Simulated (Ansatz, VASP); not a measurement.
# One calculation of Se, two programs

```
Se
1.0
     4.36620    0.00000    0.00000
    -2.18310    3.78124    0.00000
     0.00000    0.00000    4.95360
Se
3
Direct
  0.77460 0.77460 0.00000
  0.00000 0.22540 0.66667
  0.22540 0.00000 0.33333
```

Alike in both runs: task relaxation of cell and atoms; functional RPBE; dispersion D4; k mesh 7 × 7 × 6; occupations fermi-dirac, width 0.05 eV; no spin polarisation.

|  | VASP | Ansatz |
| --- | --- | --- |
| version | VASP 6.6.1 | Ansatz 0.2.0 |
| potentials or method | VASP PAW PBE potentials, release 64 (Se) | Ansatz PAW |
| plane-wave cutoff (eV) | 600 | 420 |
| valence electrons in the cell | 18 | 48 |

Ansatz gave:

| Item | Value |
| --- | --- |
| gap on the k mesh at the Fermi level, each at its own relaxed structure (eV) | 0.87 |
| relaxed volume (Å³/atom) | 22.89 |
| relaxed cell length with the largest relative difference (Å) | 5.168 |

Problem. Which values does VASP return?

Solution. gap on the k mesh at the Fermi level, each at its own relaxed structure (eV): 0.87; relaxed volume (Å³/atom): 22.90; relaxed cell length with the largest relative difference (Å): 5.172.

VASP's potentials were made for PBE, not for RPBE. VASP's potentials hold 18 valence electrons a cell and Ansatz's 48, so a difference there can come from the potentials and not from the codes.

Noted on VASP's run: the volume moved by over 15 % at a fixed basis, so the end points are rough. Noted on Ansatz's run: the volume moved by over 15 % at a fixed basis, so the end points are rough; odd divisions of the mesh miss points on the zone boundary, where band edges often lie, so the gap on the mesh can be too wide; the plane-wave basis is chosen anew once the cell has moved, so the energies of steps on either side of that aren't comparable.
